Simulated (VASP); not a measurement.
Write the native input for VASP 6.6.1 that does the following.

```yaml
Task: single point
Functional: LDA
Potentials_or_basis: VASP PAW LDA potentials, release 64 (Ca_sv)
Cutoff: 520 eV
k_mesh: 12 × 12 × 6
Occupations: fermi-dirac, width 0.05 eV
Spin: no spin polarisation
Dipole_correction: no
Further_INCAR_settings: ALGO = Normal; EDIFF = 1e-06; NBANDS = 17
```

The structure of Ca lies in POSCAR:

```
Ca
1.0
    2.9860144516      0.0000000000      0.0000000000
   -1.4930072258      2.5859643711      0.0000000000
    0.0000000000      0.0000000000      4.9547808125
Ca
2
Direct
    0.3333333333      0.6666666667      0.2500000000
    0.6666666667      0.3333333333      0.7500000000
```

This isn't the form of Ca at room conditions, which is fcc.

These files were run (other wordings do the same):

INCAR

```
PREC     = Accurate       # precision mode
ENCUT    = 520            # plane-wave cutoff, eV
EDIFF    = 1E-6           # SCF threshold, eV
ISMEAR   = -1             # smearing method
SIGMA    = 0.05           # smearing width, eV
LREAL    = F              # projectors in reciprocal space
LASPH    = T              # aspherical terms in the spheres
NELM     = 80             # most SCF steps
ALGO     = Normal         # electronic algorithm
ISIF     = 2              # what is computed and relaxed
LWAVE    = F              # write WAVECAR
LCHARG   = F              # write CHGCAR
GGA      = CA             # functional
NBANDS   = 17             # bands
```

KPOINTS

```
Automatic mesh
0
Gamma
  12 12 6
```

Potentials or basis: VASP PAW LDA potentials, release 64 (Ca_sv).

Launch:

```console
$ cat potpaw_LDA.64/Ca_sv/POTCAR > POTCAR
$ mpirun -np 1 vasp_std > vasp.out
```

It gave:

```json
{
  "Pressure": "34.2 GPa",
  "Band gap on the k mesh": "zero (bands 10 and 11 overlap by 1.22 eV)"
}
```

Caveat: the cell stands under pressure.

Wall time 30 s on 1 thread of Intel(R) Xeon(R) Platinum 8259CL CPU @ 2.50GHz (Skylake/Cascade Lake) (shared host), peak memory 0.17 GiB.
